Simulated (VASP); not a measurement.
Here is a VASP 6.6.1 calculation.

File INCAR:

```
SYSTEM = Tl
PREC = Accurate
ENCUT = 520
EDIFF = 1E-7
ISMEAR = 0
SIGMA = 0.1
LREAL = .FALSE.
LASPH = .TRUE.
NELM = 60
ALGO = Normal
ISIF = 2
LWAVE = .FALSE.
LCHARG = .TRUE.
GGA = PS
LELF = .TRUE.
LVHAR = .TRUE.
NBANDS = 20
```

File KPOINTS:

```
regular mesh
0
G
  12 12 6
  0 0 0
```

File POSCAR:

```
Tl
1.0
    3.5116399300      0.0000000000      0.0000000000
   -1.7558199651      3.0411693884      0.0000000000
    0.0000000000      0.0000000000      6.1112025000
Tl
2
Direct
    0.3333333333      0.6666666667      0.2500000000
    0.6666666667      0.3333333333      0.7500000000
```

Potentials or basis: VASP PAW PBE potentials, release 64 (Tl_d).

The run is started by

```console
$ cat potpaw_PBE.64/Tl_d/POTCAR > POTCAR
$ mpirun -np 1 vasp_std > vasp.out
```

Estimate the pressure.

-3.4 GPa.

What does it give for the band gap on the k mesh?

Zero (bands 13 and 14 overlap by 4.23 eV).

Stress tensor (GPa, compression positive):
```
-2.86  0.00  0.00
 0.00 -2.86  0.00
 0.00  0.00 -4.35
```

Caveat: the cell differs from its parent crystal (strained); the cell stands under tension; the PAW data sets were made with another functional, which shifts forces and pressure a little; spin-orbit coupling is left out, which moves the levels of the heavy elements.
